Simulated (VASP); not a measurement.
# Os (P6/mmm) in VASP: a series of runs

Runs on Os. Level: PBE. Tasks: single point.

All numbers are computed with VASP 6.6.1; they aren't measurements. Logs are shortened: lines on timing, memory, paths and dates and some standing lists are left out, and cuts for length are marked.

### Step 1. The cell of the first run

The structure is hexagonal, space group P6/mmm (No. 191). Conventional cell: a = 4.205 Å, b = 4.205 Å, c = 2.646 Å, α = 90.00°, β = 90.00°, γ = 120.00°. Within 3.5 Å of Os (site symmetry 6/mmm) lie 14 Os at 2.65 to 2.77 Å. Within 3.2 Å of Os (site symmetry -6m2) lie 11 Os at 2.43 to 2.77 Å.

This isn't the form of Os at room conditions, which is hcp.

### Step 2. Single point, PBE (13.51 Å³/atom)

Contents of INCAR:

```
SYSTEM = Os
PREC = Accurate ; ENCUT = 520
EDIFF = 1E-7 ; ISMEAR = -1
SIGMA = 0.1 ; LREAL = .FALSE.
LASPH = .TRUE. ; NELM = 60
ALGO = Normal ; ISIF = 2
LWAVE = .FALSE. ; LCHARG = .TRUE.
GGA = PE ; LELF = .TRUE.
LVHAR = .TRUE. ; NBANDS = 19
```

Contents of KPOINTS:

```
Automatic mesh
0
G
  10 10 13
  0 0 0
```

Contents of POSCAR:

```
Os
1.0
    4.2053230984      0.0000000000      0.0000000000
   -2.1026615492      3.6419166343      0.0000000000
    0.0000000000      0.0000000000      2.6464902164
Os
3
Direct
    1.0000000000      1.0000000000      1.0000000000
    0.3333333333      0.6666666667      0.5000000000
    0.6666666667      0.3333333333      0.5000000000
```

Potentials or basis: VASP PAW PBE potentials, release 64 (Os).

Launch:

```sh
$ cat potpaw_PBE.64/Os/POTCAR > POTCAR
$ mpirun -np 1 vasp_std > vasp.out
```

OUTCAR:

```text
SYSTEM = Os
   PREC = Accurate
   ENCUT = 520
   EDIFF = 1E-7
   ISMEAR = -1
   LREAL = .FALSE.
   LASPH = .TRUE.
   NELM = 60
   ISIF = 2
   GGA = PE

 ion  position               nearest neighbor table
   1  0.000  0.000  0.000-   2 2.77   3 2.77   2 2.77   3 2.77   2 2.77   2 2.77   3 2.77   3 2.77
                             3 2.77   3 2.77   2 2.77   2 2.77
   2  0.333  0.667  0.500-   3 2.43   3 2.43   3 2.43   1 2.77   1 2.77   1 2.77   1 2.77   1 2.77
                             1 2.77
   3  0.667  0.333  0.500-   2 2.43   2 2.43   2 2.43   1 2.77   1 2.77   1 2.77   1 2.77   1 2.77
                             1 2.77

  LATTYP: Found a hexagonal cell.
 ALAT       =     4.2053230984
 C/A-ratio  =     0.6293191164

  Lattice vectors:

 A1 = (   4.2053230984,   0.0000000000,   0.0000000000)
 A2 = (  -2.1026615492,   3.6419166343,   0.0000000000)
 A3 = (   0.0000000000,   0.0000000000,   2.6464902164)

Analysis of symmetry for initial positions (statically):
=====================================================================
 Subroutine PRICEL returns:
 Original cell was already a primitive cell.

 Routine SETGRP: Setting up the symmetry group for a
 hexagonal supercell.

 Subroutine GETGRP returns: Found 24 space group operations
 (whereof 24 operations were pure point group operations)
 out of a pool of 24 trial point group operations.

The static configuration has the point symmetry D_6h.

Analysis of symmetry for dynamics (positions and initial velocities):
=====================================================================
 Subroutine PRICEL returns:
 Original cell was already a primitive cell.

 Routine SETGRP: Setting up the symmetry group for a
 hexagonal supercell.

 Subroutine GETGRP returns: Found 24 space group operations
 (whereof 24 operations were pure point group operations)
 out of a pool of 24 trial point group operations.

The dynamic configuration has the point symmetry D_6h.

 Subroutine INISYM returns: Found 24 space group operations
 (whereof 24 operations are pure point group operations),
 and found     1 'primitive' translations

----------------------------------------------------------------------------------------

                                     Primitive cell

  volume of cell :      40.5322

  direct lattice vectors                    reciprocal lattice vectors
     4.205323098  0.000000000  0.000000000     0.237793857  0.137290347  0.000000000
    -2.102661549  3.641916634  0.000000000     0.000000000  0.274580695  0.000000000
     0.000000000  0.000000000  2.646490216     0.000000000  0.000000000  0.377858945

  length of vectors
     4.205323098  4.205323098  2.646490216     0.274580695  0.274580695  0.377858945

  position of ions in fractional coordinates (direct lattice)
     0.000000000  0.000000000  0.000000000
     0.333333333  0.666666667  0.500000000
     0.666666667  0.333333333  0.500000000

  ion indices of the primitive-cell ions
   primitive index   ion index
                 1           1
                 2           2
                 3           3

----------------------------------------------------------------------------------------

 KPOINTS: Automatic mesh

Automatic generation of k-mesh.
 Grid dimensions read from file:
 generate k-points for:   10   10   13

 Generating k-lattice:

  Cartesian coordinates                     Fractional coordinates (reciprocal lattice)
     0.023779386  0.013729035  0.000000000     0.100000000  0.000000000  0.000000000
     0.000000000  0.027458069  0.000000000     0.000000000  0.100000000  0.000000000
     0.000000000  0.000000000  0.029066073     0.000000000  0.000000000  0.076923077

  Length of vectors
     0.027458069  0.027458069  0.029066073

  Shift w.r.t. Gamma in fractional coordinates (k-lattice)
     0.000000000  0.000000000  0.000000000

 Subroutine IBZKPT returns following result:
 ===========================================

 Found     98 irreducible k-points:

 Following reciprocal coordinates:
            Coordinates               Weight
  0.000000  0.000000  0.000000      1.000000
  0.100000 -0.000000  0.000000      6.000000
  0.200000 -0.000000  0.000000      6.000000
  0.300000  0.000000  0.000000      6.000000
  0.400000  0.000000  0.000000      6.000000
  0.500000 -0.000000  0.000000      3.000000
[... 16 lines left out ...]
  0.300000  0.100000  0.076923     24.000000
  0.400000  0.100000  0.076923     24.000000
 [... further k-points ...]
   k-points           NKPTS =     98   k-points in BZ     NKDIM =     98   number of bands    NBANDS=     19
   number of dos      NEDOS =    301   number of ions     NIONS =      3
   total plane-waves  NPLWV =  20480
   dimension x,y,z NGX =    32 NGY =   32 NGZ =   20
   dimension x,y,z NGXF=    64 NGYF=   64 NGZF=   40
   ions per type =               3
   NGX,Y,Z   is equivalent  to a cutoff of  12.65, 12.65, 12.56 a.u.
   NGXF,Y,Z  is equivalent  to a cutoff of  25.30, 25.30, 25.13 a.u.
 SYSTEM =  Os
   PREC   = accura    normal or accurate (medium, high low for compatibility)
   ISTART =      0    job   : 0-new  1-cont  2-samecut
   ICHARG =      2    charge: 1-file 2-atom 10-const
   ISPIN  =      1    spin polarized calculation?
   LNONCOLLINEAR =      F non collinear calculations
   LSORBIT =      F    spin-orbit coupling
   LASPH  =      T    aspherical Exc in radial PAW
   ENCUT  =  520.0 eV  38.22 Ry    6.18 a.u.   7.82  7.82  4.92*2*pi/ulx,y,z
   NELM   =     60;   NELMIN=  2; NELMDL= -5     # of ELM steps
   EDIFF  = 0.1E-06   stopping-criterion for ELM
   LREAL  =      F    real-space projection
   EDIFFG = 0.1E-05   stopping-criterion for IOM
   NSW    =      0    number of steps for IOM
   IBRION =     -1    ionic relax: 0-MD 1-quasi-New 2-CG
   NFREE  =      0    steps in history (QN), initial steepest desc. (CG)
   ISIF   =      2    stress and relaxation
   ISYM   =      2    0-nonsym 1-usesym 2-fastsym
   POTIM  = 0.5000    time-step for ionic-motion
   TEBEG  =    0.0;   TEEND  =   0.0 temperature during run
   PSTRESS=    0.0 pullay stress
   NELECT =      24.0000    total number of electrons
   NUPDOWN=      -1.0000    fix difference up-down
   EMIN   =  10.00;   EMAX   =-10.00  energy-range for DOS
   EFERMI =   0.00;   METHOD = LEGACY
   ISMEAR =    -1;   SIGMA  =   0.10  broadening in eV -4-tet -1-fermi 0-gaus
   EFERMI_NEDOS =   21; number of points for ismear=-14 and -15
   IALGO  =     38    algorithm
   IMIX   =      4    mixing-type and parameters
     AMIX     =   0.40;   BMIX     =  1.00
     AMIX_MAG =   1.60;   BMIX_MAG =  1.00
  volume/ion in A,a.u.               =      13.51        91.17
  Fermi-wavevector in a.u.,A,eV,Ry     =   1.374713  2.597831 25.712776  1.889836
  Thomas-Fermi vector in A             =   2.500115
   LORBIT       =      0    0 simple, 1 ext, 2 COOP (PROOUT), +10 PAW based schemes
   GGA     = PE    functional components
   LHFCALC =     F    Hartree Fock is set to
   AEXX    =    0.0000 exact exchange contribution
   IVDW    =     0    specifies the selected vdW correction
   LEPSILON=     F    determine dielectric tensor
   LRPA    =     F    only Hartree local field effects (RPA)
 non-spin polarized calculation
  energy-cutoff  :      520.00
  volume of cell :       40.53
 maximum number of plane-waves:      1108
 NGX is ok and might be reduce to    32
   NGX = 15   NGY = 15   NGZ =  9

 number of electron      24.0000002 magnetization

 Free energy of the ion-electron system (eV)
  ---------------------------------------------------
  ext. energy  EPLUGINS =         0.00000000
  ---------------------------------------------------
  free energy    TOTEN  =       -32.36430065 eV

  energy without entropy =      -32.29813777  energy(sigma->0) =      -32.33121921

 E-fermi :  10.2327     XC(G=0): -14.2380

 val. band max:       10.2248668581   @ k =   0.3000   0.2000   0.2308
 cond. band min:      10.2399471806   @ k =   0.1000   0.1000   0.1538
 fundamental gap:      0.0150803225
 Fermi energy:        10.2326572545

 k-point     1 :       0.0000    0.0000    0.0000
  band No.  band energies     occupation
      1      -1.2363      2.00000
      2       2.5436      2.00000
      3       5.5113      2.00000
      4       5.7210      2.00000
      5       5.7210      2.00000
      6       5.7502      2.00000
[... 11 lines left out ...]
     18      19.5651      0.00000
     19      20.5293      0.00000

 k-point     2 :       0.1000   -0.0000    0.0000
  band No.  band energies     occupation
      1      -1.0577      2.00000
      2       2.6102      2.00000
      3       4.7081      2.00000
      4       5.1908      2.00000
      5       5.3205      2.00000
      6       6.2234      2.00000
[... 11 lines left out ...]
     18      18.7442      0.00000
     19      18.8639      0.00000

 k-point     3 :       0.2000   -0.0000    0.0000
  band No.  band energies     occupation
      1      -0.5434      2.00000
      2       2.7368      2.00000
      3       3.7734      2.00000
      4       4.7728      2.00000
      5       4.8525      2.00000
      6       6.2122      2.00000
[... 11 lines left out ...]
     18      16.9861      0.00000
     19      19.0757      0.00000

 k-point     4 :       0.3000    0.0000    0.0000
  band No.  band energies     occupation
      1       0.2400      2.00000
      2       2.4830      2.00000
      3       3.4226      2.00000
      4       4.2637      2.00000
      5       4.7097      2.00000
      6       5.9129      2.00000
[... 11 lines left out ...]
     18      15.3109      0.00000
     19      19.6062      0.00000

 k-point     5 :       0.4000    0.0000    0.0000
  band No.  band energies     occupation
      1       1.1657      2.00000
      2       2.0345      2.00000
      3       3.0570      2.00000
      4       4.3136      2.00000
      5       4.7143      2.00000
      6       5.4238      2.00000
[... 11 lines left out ...]
     18      13.8403      0.00000
     19      20.0375      0.00000

 k-point     6 :       0.5000   -0.0000    0.0000
  band No.  band energies     occupation
      1       1.6798      2.00000
      2       2.2140      2.00000
      3       2.3294      2.00000
      4       4.7487      2.00000
      5       4.7898      2.00000
      6       4.8857      2.00000
[... 11 lines left out ...]
     18      13.0884      0.00000
     19      20.2169      0.00000

 k-point     7 :       0.1000    0.1000    0.0000
  band No.  band energies     occupation
      1      -0.7118      2.00000
      2       2.7141      2.00000
      3       4.1880      2.00000
      4       4.3117      2.00000
      5       5.4335      2.00000
      6       6.2315      2.00000
[... 11 lines left out ...]
     18      17.2571      0.00000
     19      19.2061      0.00000

 k-point     8 :       0.2000    0.1000    0.0000
  band No.  band energies     occupation
      1      -0.0683      2.00000
      2       2.6889      2.00000
      3       3.4839      2.00000
      4       3.9664      2.00000
      5       5.1877      2.00000
      6       6.1823      2.00000
[... 256 lines left out ...]
 k-point    20 :       0.5000   -0.0000    0.0769
  band No.  band energies     occupation
      1       1.8448      2.00000
      2       2.3580      2.00000
      3       2.4984      2.00000
      4       4.7022      2.00000
      5       4.9150      2.00000
      6       4.9516      2.00000
[... 11 lines left out ...]
     18      13.1089      0.00000
     19      20.1391      0.00000

 k-point    21 :       0.1000    0.1000    0.0769
  band No.  band energies     occupation
      1      -0.5281      2.00000
      2       2.9430      2.00000
      3       4.2088      2.00000
      4       4.2464      2.00000
      5       5.5274      2.00000
      6       6.0376      2.00000
[... 11 lines left out ...]
     18      17.4101      0.00000
     19      19.1226      0.00000

 k-point    22 :       0.2000    0.1000    0.0769
  band No.  band energies     occupation
      1       0.1079      2.00000
      2       2.8864      2.00000
      3       3.5793      2.00000
      4       3.9643      2.00000
      5       5.2507      2.00000
      6       6.2290      2.00000
[... 11 lines left out ...]
     18      15.9409      0.00000
     19      19.8381      0.00000

 k-point    23 :       0.3000    0.1000    0.0769
  band No.  band energies     occupation
      1       0.9373      2.00000
      2       2.3824      2.00000
      3       3.2801      2.00000
      4       4.1508      2.00000
      5       4.9923      2.00000
      6       5.8941      2.00000
[... 11 lines left out ...]
     18      14.5490      0.00000
     19      20.3318      0.00000

 k-point    24 :       0.4000    0.1000    0.0769
  band No.  band energies     occupation
      1       1.7005      2.00000
      2       2.1604      2.00000
      3       2.7502      2.00000
      4       4.6638      2.00000
      5       4.8586      2.00000
      6       5.3209      2.00000
[... 11 lines left out ...]
     18      13.3729      0.00000
     19      20.6168      0.00000

 [... further k-points ...]
[... 5 lines left out ...]
  --------------------------------------------------------------------------------------
  -------------------------------------------------------------------------------------
  Total       10.0070402     10.0070402      8.9609781      0.0000000     -0.0000000      0.0000000
  in kB      395.5638234    395.5638234    354.2145011      0.0000000     -0.0000000      0.0000000
  external PRESSURE =     381.7807160 kB  Pullay stress =       0.0000000 kB

 VOLUME and BASIS-vectors are now :
 -----------------------------------------------------------------------------
  energy-cutoff  :      520.00
  volume of cell :       40.53
      direct lattice vectors                 reciprocal lattice vectors
     4.205323098  0.000000000  0.000000000     0.237793857  0.137290347  0.000000000
    -2.102661549  3.641916634  0.000000000     0.000000000  0.274580695  0.000000000
     0.000000000  0.000000000  2.646490216     0.000000000  0.000000000  0.377858945

 POSITION                                       TOTAL-FORCE (eV/Angst)
 -----------------------------------------------------------------------------------
      0.00000      0.00000      0.00000        -0.000000      0.000000      0.000000
     -0.00000      2.42794      1.32325        -0.000000      0.000000      0.000000
      2.10266      1.21397      1.32325         0.000000     -0.000000     -0.000000
 -----------------------------------------------------------------------------------
    total drift:                               -0.000000      0.000000      0.000000

  FREE ENERGIE OF THE ION-ELECTRON SYSTEM (eV)
  ---------------------------------------------------
  free  energy   TOTEN  =       -32.3643006519 eV

  energy  without entropy=      -32.2981377710  energy(sigma->0) =      -32.33121921
```

Run time: 46 s. Hardware: 1 thread of AMD EPYC 9R45 (Zen 5), shared host; peak memory 0.17 GiB.

What came out:

* Free energy: -32.3643 eV
* Pressure: 38.2 GPa
* Band gap on the k mesh: zero (bands 12 and 13 overlap by 2.85 eV)

Caveat: the cell stands under pressure; spin-orbit coupling is left out, which moves the levels of the heavy elements.

### Step 3. Single point, PBE (14.10 Å³/atom)

This run uses another cell than the first one, of 14.10 Å³/atom.

Contents of INCAR:

```
PREC = Accurate ; ENCUT = 520
EDIFF = 1E-7 ; ISMEAR = -1
SIGMA = 0.1 ; LREAL = False
LASPH = True ; NELM = 100
ALGO = Normal ; ISIF = 2
LWAVE = False ; LCHARG = False
GGA = PE ; NBANDS = 19
```

Contents of KPOINTS:

```
Automatic mesh
0
Gamma
  10 10 13
```

Contents of POSCAR:

```
Os
1.0
    4.2654072603      0.0000000000      0.0000000000
   -2.1327036302      3.6939510449      0.0000000000
    0.0000000000      0.0000000000      2.6843023281
Os
3
Direct
    1.0000000000      1.0000000000      1.0000000000
    0.3333333333      0.6666666667      0.5000000000
    0.6666666667      0.3333333333      0.5000000000
```

Potentials or basis: VASP PAW PBE potentials, release 64 (Os).

Launch:

```sh
$ cat potpaw_PBE.64/Os/POTCAR > POTCAR
$ mpirun -np 1 vasp_std > vasp.out
```

It took 41 s on 1 thread of AMD EPYC 9R45 (Zen 5), shared host; peak memory 0.17 GiB.

Results (log left out):

- Free energy: -32.6627 eV
- Pressure: 16.7 GPa
- Band gap on the k mesh: zero (bands 12 and 13 overlap by 2.65 eV)

Stress tensor (GPa, compression positive):
```
17.11  0.00  0.00
 0.00 17.11  0.00
 0.00  0.00 15.84
```

Levels at points of the mesh, in eV from the Fermi level:
```csv
k point,band 10,band 11,band 12,band 13,band 14,band 15
"(0.00, 0.00, 0.00)",-2.48,-1.64,-1.64,-1.57,-1.57,2.49
"(0.50, 0.00, 0.00)",-1.34,-1.31,0.07,0.35,1.27,1.28
```

Caveat: the cell stands under pressure; spin-orbit coupling is left out, which moves the levels of the heavy elements.

(Part 1 of 2 ends here.)

The gap in the log of VASP goes by the Fermi energy; the results here count the filled bands.